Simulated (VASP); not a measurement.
Runs of VASP 6.6.1 on Ti. The structure is that of space group Fm-3m (No. 225), or close to it. The cells are those of the table. 

```tsv
cell	gap on the mesh (eV)	pressure (GPa)
a = 2.842, b = 2.842, c = 2.871 Å, angles 59.7, 59.7, 60.7°, 1 atom	none	(b)
a = 2.929, b = 2.929, c = 2.871 Å, angles 60.7, 60.7, 58.7°, 1 atom	none	(a)
a = 2.922, b = 2.922, c = 2.871 Å, angles 60.6, 60.6, 58.9°, 1 atom	none	-4.2
a = 2.885, b = 2.885, c = 2.871 Å, angles 60.2, 60.2, 59.7°, 1 atom	none	-1.7
a = 2.900, b = 2.900, c = 2.871 Å, angles 60.3, 60.3, 59.3°, 1 atom	none	-2.7
```

Alike in all rows: task single point; level PBEsol; potentials or basis VASP PAW PBE potentials, release 64 (Ti_sv); no spin polarisation; k mesh 20 × 20 × 20; cutoff (eV) 520; smearing gaussian 0.15 eV.

Q: Estimate the missing entries.

A: (a) -4.7; (b) 1.8.

Caveats: the PAW data sets were made with another functional, which shifts forces and pressure a little.

A gap of «none» marks levels without a gap at the run's occupations.
